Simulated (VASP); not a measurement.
# Cu (Fm-3m) in VASP: notebook

Aim: see how the results for Cu move with the level of theory and the settings. Levels: PBEsol, PBE. Tasks: single point, relaxation of cell and atoms.

Program: VASP 6.6.1. These are calculated values, not measurements. Logs are shortened: lines on timing, memory, paths and dates and some standing lists are left out, and cuts for length are marked.

### Step 1. The cell of the first run

Symmetry: Fm-3m, No. 225, cubic system. The conventional cell has a = 3.563 Å, b = 3.563 Å, c = 3.563 Å, α = 90.00°, β = 90.00°, γ = 90.00°. Cu (site symmetry m-3m) has 12 Cu at 2.52 Å within 3.3 Å.

### Step 2. Single point, PBEsol

INCAR reads:

```
SYSTEM = Cu
ALGO = Normal
EDIFF = 1E-6
ENCUT = 520
GGA = PS
ISIF = 2
ISMEAR = 1
LASPH = .TRUE.
LCHARG = .TRUE.
LELF = .TRUE.
LREAL = .FALSE.
LVHAR = .TRUE.
LWAVE = .FALSE.
NBANDS = 12
NELM = 60
PREC = Accurate
SIGMA = 0.1
```

KPOINTS reads:

```
k-points
0
G
  26 26 26
  0 0 0
```

POSCAR reads:

```
Cu
1.0
    0.0000000000      1.7815755875      1.7815755875
    1.7815755875      0.0000000000      1.7815755875
    1.7815755875      1.7815755875      0.0000000000
Cu
1
Direct
    0.0000000000      0.0000000000      0.0000000000
```

Potentials or basis: VASP PAW PBE potentials, release 64 (Cu).

Command:

```
$ cat potpaw_PBE.64/Cu/POTCAR > POTCAR
$ mpirun -np 1 vasp_std > vasp.out
```

OUTCAR:

```text
SYSTEM = Cu
   EDIFF = 1E-6
   ENCUT = 520
   GGA = PS
   ISIF = 2
   ISMEAR = 1
   LASPH = .TRUE.
   LREAL = .FALSE.
   NELM = 60
   PREC = Accurate

 ion  position               nearest neighbor table
   1  0.000  0.000  0.000-

  LATTYP: Found a face centered cubic cell.
 ALAT       =     3.5631511750

  Lattice vectors:

 A1 = (   0.0000000000,   1.7815755875,   1.7815755875)
 A2 = (   1.7815755875,   0.0000000000,   1.7815755875)
 A3 = (   1.7815755875,   1.7815755875,   0.0000000000)

Analysis of symmetry for initial positions (statically):
=====================================================================
 Subroutine PRICEL returns:
 Original cell was already a primitive cell.

 Routine SETGRP: Setting up the symmetry group for a
 face centered cubic supercell.

 Subroutine GETGRP returns: Found 48 space group operations
 (whereof 48 operations were pure point group operations)
 out of a pool of 48 trial point group operations.

The static configuration has the point symmetry O_h .

Analysis of symmetry for dynamics (positions and initial velocities):
=====================================================================
 Subroutine PRICEL returns:
 Original cell was already a primitive cell.

 Routine SETGRP: Setting up the symmetry group for a
 face centered cubic supercell.

 Subroutine GETGRP returns: Found 48 space group operations
 (whereof 48 operations were pure point group operations)
 out of a pool of 48 trial point group operations.

The dynamic configuration has the point symmetry O_h .

 Subroutine INISYM returns: Found 48 space group operations
 (whereof 48 operations are pure point group operations),
 and found     1 'primitive' translations

----------------------------------------------------------------------------------------

                                     Primitive cell

  volume of cell :      11.3095

  direct lattice vectors                    reciprocal lattice vectors
     0.000000000  1.781575587  1.781575587    -0.280650455  0.280650455  0.280650455
     1.781575587  0.000000000  1.781575587     0.280650455 -0.280650455  0.280650455
     1.781575587  1.781575587  0.000000000     0.280650455  0.280650455 -0.280650455

  length of vectors
     2.519528358  2.519528358  2.519528358     0.486100848  0.486100848  0.486100848

[... 77 lines left out ...]
   NELM   =     60;   NELMIN=  2; NELMDL= -5     # of ELM steps
   EDIFF  = 0.1E-05   stopping-criterion for ELM
   LREAL  =      F    real-space projection
   EDIFFG = 0.1E-04   stopping-criterion for IOM
   NSW    =      0    number of steps for IOM
   IBRION =     -1    ionic relax: 0-MD 1-quasi-New 2-CG
   NFREE  =      0    steps in history (QN), initial steepest desc. (CG)
   ISIF   =      2    stress and relaxation
   ISYM   =      2    0-nonsym 1-usesym 2-fastsym
   POTIM  = 0.5000    time-step for ionic-motion
   TEBEG  =    0.0;   TEEND  =   0.0 temperature during run
   PSTRESS=    0.0 pullay stress
   NELECT =      11.0000    total number of electrons
   NUPDOWN=      -1.0000    fix difference up-down
   EMIN   =  10.00;   EMAX   =-10.00  energy-range for DOS
   EFERMI =   0.00;   METHOD = LEGACY
   ISMEAR =     1;   SIGMA  =   0.10  broadening in eV -4-tet -1-fermi 0-gaus
   EFERMI_NEDOS =   21; number of points for ismear=-14 and -15
   IALGO  =     38    algorithm
   IMIX   =      4    mixing-type and parameters
     AMIX     =   0.40;   BMIX     =  1.00
     AMIX_MAG =   1.60;   BMIX_MAG =  1.00
  volume/ion in A,a.u.               =      11.31        76.32
  Fermi-wavevector in a.u.,A,eV,Ry     =   1.622027  3.065187 35.796552  2.630972
  Thomas-Fermi vector in A             =   2.715707
   LORBIT       =      0    0 simple, 1 ext, 2 COOP (PROOUT), +10 PAW based schemes
   GGA     = PS    functional components
   LHFCALC =     F    Hartree Fock is set to
   AEXX    =    0.0000 exact exchange contribution
   IVDW    =     0    specifies the selected vdW correction
   LEPSILON=     F    determine dielectric tensor
   LRPA    =     F    only Hartree local field effects (RPA)
 non-spin polarized calculation
 Methfessel and Paxton  Order N= 1 SIGMA  =   0.10
  energy-cutoff  :      520.00
  volume of cell :       11.31
 maximum number of plane-waves:       319
   NGX =  9   NGY =  9   NGZ =  9

 number of electron      11.0000013 magnetization

 Free energy of the ion-electron system (eV)
  ---------------------------------------------------
  ext. energy  EPLUGINS =         0.00000000
  ---------------------------------------------------
  free energy    TOTEN  =        -4.30901825 eV

  energy without entropy =       -4.30887103  energy(sigma->0) =       -4.30896918

 E-fermi :   7.9466     XC(G=0): -13.1627

 val. band max:        7.9459168332   @ k =   0.4231   0.4231   0.0000
 cond. band min:       7.9616709012   @ k =   0.5000   0.3462   0.1538
 fundamental gap:      0.0157540680
 Fermi energy:         7.9465903573

 k-point     1 :       0.0000    0.0000    0.0000
  band No.  band energies     occupation
      1      -1.7771      2.00000
      2       4.7855      2.00000
      3       4.7855      2.00000
      4       4.7855      2.00000
      5       5.6753      2.00000
      6       5.6753      2.00000
      7      30.8770      0.00000
      8      33.8303      0.00000
      9      33.8303      0.00000
     10      33.8303      0.00000
     11      36.3493      0.00000
     12      36.3493      0.00000
[... 331 lines left out ...]
 k-point    24 :       0.3846    0.0385    0.0000
  band No.  band energies     occupation
      1       2.1582      2.00000
      2       4.8082      2.00000
      3       4.8516      2.00000
      4       5.0527      2.00000
      5       6.1494      2.00000
      6       6.1563      2.00000
      7      15.2299      0.00000
      8      29.4381      0.00000
      9      29.6923      0.00000
     10      31.3517      0.00000
     11      34.3576      0.00000
     12      35.6690      0.00000

 [... further k-points ...]
[... 5 lines left out ...]
  --------------------------------------------------------------------------------------
  -------------------------------------------------------------------------------------
  Total        0.0536393      0.0536393      0.0536393     -0.0000000     -0.0000000      0.0000000
  in kB        7.5989063      7.5989063      7.5989063     -0.0000000     -0.0000000      0.0000000
  external PRESSURE =       7.5989063 kB  Pullay stress =       0.0000000 kB

 VOLUME and BASIS-vectors are now :
 -----------------------------------------------------------------------------
  energy-cutoff  :      520.00
  volume of cell :       11.31
      direct lattice vectors                 reciprocal lattice vectors
     0.000000000  1.781575587  1.781575587    -0.280650455  0.280650455  0.280650455
     1.781575587  0.000000000  1.781575587     0.280650455 -0.280650455  0.280650455
     1.781575587  1.781575587  0.000000000     0.280650455  0.280650455 -0.280650455

 POSITION                                       TOTAL-FORCE (eV/Angst)
 -----------------------------------------------------------------------------------
      0.00000      0.00000      0.00000        -0.000000      0.000000     -0.000000
 -----------------------------------------------------------------------------------
    total drift:                               -0.000000     -0.000000     -0.000000

  FREE ENERGIE OF THE ION-ELECTRON SYSTEM (eV)
  ---------------------------------------------------
  free  energy   TOTEN  =        -4.3090182535 eV

  energy  without entropy=       -4.3088710260  energy(sigma->0) =       -4.30896918
```

OSZICAR:

```text
N       E                     dE             d eps       ncg     rms          rms(c)
DAV:   1     0.417760243840E+02    0.41776E+02   -0.54081E+03 13720   0.154E+03
DAV:   2    -0.406742737708E+01   -0.45843E+02   -0.42200E+02 12708   0.206E+02
DAV:   3    -0.540015265992E+01   -0.13327E+01   -0.13218E+01 14392   0.400E+01
DAV:   4    -0.540820198838E+01   -0.80493E-02   -0.80483E-02 13880   0.275E+00
DAV:   5    -0.540827438650E+01   -0.72398E-04   -0.72398E-04 14632   0.266E-01    0.843E+00
DAV:   6    -0.473742792850E+01    0.67085E+00   -0.16939E+01 14620   0.788E+01    0.412E+00
DAV:   7    -0.432393269936E+01    0.41350E+00   -0.25460E+00 14640   0.304E+01    0.591E-01
DAV:   8    -0.431079946941E+01    0.13133E-01   -0.53098E-03 14248   0.113E+00    0.315E-01
DAV:   9    -0.430901017454E+01    0.17893E-02   -0.96921E-03 15164   0.169E+00    0.230E-02
DAV:  10    -0.430901713938E+01   -0.69648E-05   -0.36604E-05 17648   0.101E-01    0.493E-03
DAV:  11    -0.430901825093E+01   -0.11115E-05   -0.41800E-07 10312   0.829E-03    0.400E-04
DAV:  12    -0.430901825354E+01   -0.26093E-08   -0.56904E-08  7308   0.302E-03
   1 F= -.43090183E+01 E0= -.43089692E+01  d E =-.147227E-03
```

stdout:

```text
POSCAR found type information on POSCAR Cu
 POSCAR found :  1 types and       1 ions
 scaLAPACK will be used
 -----------------------------------------------------------------------------
|                                                                             |
|                                                                             |
|     You enforced a specific xc type in the INCAR file but a different       |
|     I HOPE YOU KNOW WHAT YOU ARE DOING!                                     |
|                                                                             |
 -----------------------------------------------------------------------------

 LDA part: xc-table for (Slater+PW92), standard interpolation
 POSCAR, INCAR and KPOINTS ok, starting setup
 FFT: planning ... GRIDC
 FFT: planning ... GRID_SOFT
 FFT: planning ... GRID
 WAVECAR not read
 entering main loop
```

Run time: 98 s. Hardware: 1 thread of AMD EPYC 7R43 (Zen 3), shared host; peak memory 0.14 GiB.

What came out:

* Free energy: -4.3090 eV
* Pressure: 0.8 GPa

Levels at points of the mesh, in eV from the Fermi level:
```csv
k point,band 3,band 4,band 5,band 6,band 7,band 8,band 9,band 10
"(0.00, 0.00, 0.00)",-3.16,-3.16,-2.27,-2.27,22.93,25.88,25.88,25.88
"(0.50, 0.00, 0.00)",-3.19,-1.66,-1.66,-1.17,3.96,21.40,22.70,22.70
"(0.50, 0.50, 0.00)",-1.68,-1.51,-1.51,1.42,7.41,13.37,13.37,18.00
```

Caveat: the PAW data sets were made with another functional, which shifts forces and pressure a little.

### Step 3. Relaxation of cell and atoms, PBE

This run uses another cell than the first one, of 11.76 Å³/atom, 1.040 times its volume.

INCAR reads:

```
SYSTEM = Cu
PREC = Accurate
ENCUT = 600
EDIFF = 1E-6
ISMEAR = 1
SIGMA = 0.1
LREAL = .FALSE.
LASPH = .TRUE.
NELM = 100
ALGO = Normal
ISIF = 3
LWAVE = .FALSE.
LCHARG = .FALSE.
GGA = PE
IBRION = 2
NSW = 60
EDIFFG = -0.005
```

KPOINTS reads:

```
regular mesh
0
G
  26 26 26
  0 0 0
```

POSCAR reads:

```
Cu
1.0
    0.0000000000      1.8050000000      1.8050000000
    1.8050000000      0.0000000000      1.8050000000
    1.8050000000      1.8050000000      0.0000000000
Cu
1
Direct
    0.0000000000      0.0000000000      0.0000000000
```

Potentials or basis: VASP PAW PBE potentials, release 64 (Cu).

Command:

```
$ cat potpaw_PBE.64/Cu/POTCAR > POTCAR
$ mpirun -np 1 vasp_std > vasp.out
```

Wall time 3.1 min (1 thread of AMD EPYC 7R43 (Zen 3), shared host); peak memory 0.15 GiB.

Results (log left out):

```yaml
Free_energy: -3.7286 eV
Relaxed_volume: 12.01 Å³/atom
Relaxed_cell: a = 2.570 Å, b = 2.570 Å, c = 2.570 Å, α = 60.00°, β = 60.00°, γ = 60.00°
Space_group_after_relaxing_to_0.05_Å: Fm-3m (No. 225)
Energy_gained_by_relaxing: 2.2 meV/atom
Ionic_steps: 3
Pressure_after_relaxing: 0.0 GPa
```

Step by step:
```csv
step,energy change (eV),largest force (eV/Å),pressure (GPa),volume (Å³)
1,0.0000,0.0000,3.01,11.76
2,-0.0016,0.0000,-1.49,12.14
3,-0.0022,0.0000,0.04,12.01
```

Final structure:
```
CELL_PARAMETERS angstrom
0.00000 1.81745 1.81745
1.81745 0.00000 1.81745
1.81745 1.81745 0.00000
ATOMIC_POSITIONS crystal
Cu 0.00000 0.00000 0.00000
```

Levels at points of the mesh, in eV from the Fermi level:
```tsv
k point	band 3	band 4	band 5	band 6	band 7	band 8	band 9
(0.00, 0.00, 0.00)	-3.00	-3.00	-2.20	-2.20	22.44	24.96	24.96
(0.50, 0.00, 0.00)	-3.03	-1.64	-1.64	-0.98	3.65	20.94	21.79
(0.50, 0.50, 0.00)	-1.66	-1.50	-1.50	1.49	6.98	12.93	12.93
```
